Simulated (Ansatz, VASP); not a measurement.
# Co: VASP beside Ansatz

INCAR

```
PREC = Accurate
ENCUT = 520
EDIFF = 1E-6
ISMEAR = -1
SIGMA = 0.05
LREAL = False
LASPH = True
NELM = 150
ALGO = Normal
ISIF = 2
LWAVE = False
LCHARG = False
ISPIN = 2
MAGMOM = 1.639 1.639
LORBIT = 11
LMAXMIX = 4
GGA = PS
NBANDS = 20
```

Contents of KPOINTS:

```
Automatic mesh
0
Gamma
  19 19 9
```

POSCAR

```
Co
1.0
   -1.6742975878      1.3756557540      1.2270817796
    1.3756557540     -1.6742975878      1.2270817796
    3.1020981234      3.1020981234     -1.7740448452
Co
2
Direct
    0.9584434530      0.0415565470      1.0000000000
    0.7915565470      0.2084434530      0.5000000000
```

Input for Ansatz:

```yaml
crystal:
  lattice:
    - [-1.6742975878, 1.375655754, 1.2270817796]
    - [1.375655754, -1.6742975878, 1.2270817796]
    - [3.1020981234, 3.1020981234, -1.7740448452]
  atoms:
    - { symbol: Co, position: [0.958443453, 0.041556547, 1.0], spin: 1.639 }
    - { symbol: Co, position: [0.791556547, 0.208443453, 0.5], spin: 1.639 }
hamiltonian:
  xc: pbesol
  pseudopotentials:
    kind: paw
    azcp:
      Co: "pseudopotentials/Co.paw.azcp"
basis:
  ecutwfc: 420
  fft_grid_basis: typed
kpoints:
  mp_grid: { grid: [19, 19, 9], shift: [0, 0, 0] }
magnetization:
  spin_polarized: true
scf:
  occupations: { method: fermi_dirac, width: 0.05 }
  lower_state_search: "off"
output:
  stress: true
```

Alike in both runs: task single point; functional PBEsol; k mesh 19 × 19 × 9; occupations fermi-dirac, width 0.05 eV; collinear spin.

|  | VASP | Ansatz |
| --- | --- | --- |
| version | VASP 6.6.1 | Ansatz 0.2.0 |
| potentials or method | VASP PAW PBE potentials, release 64 (Co), cutoff 520 eV | plane waves (420 eV) with PAW, scalar-relativistic |
| valence electrons in the cell | 18 | 34 |

Ansatz gave:

- pressure (GPa): -9.0
- traceless stress, the component that is largest in VASP (GPa): -0.04
- net moment per atom (μB): 1.61
- size of the moment on the site where the two differ most (μB): 1.68

Question: Estimate VASP's values.

Answer: Pressure (GPa): -9.7; traceless stress, the component that is largest in VASP (GPa): -0.08; net moment per atom (μB): 1.60; size of the moment on the site where the two differ most (μB): 1.61.

VASP's potentials were made for PBE, not for PBEsol, and Ansatz warns of the same on its side. Site moments also hang on the region over which each program counts them. VASP's potentials hold 18 valence electrons a cell and Ansatz's 34, so a difference there can come from the potentials and not from the codes.
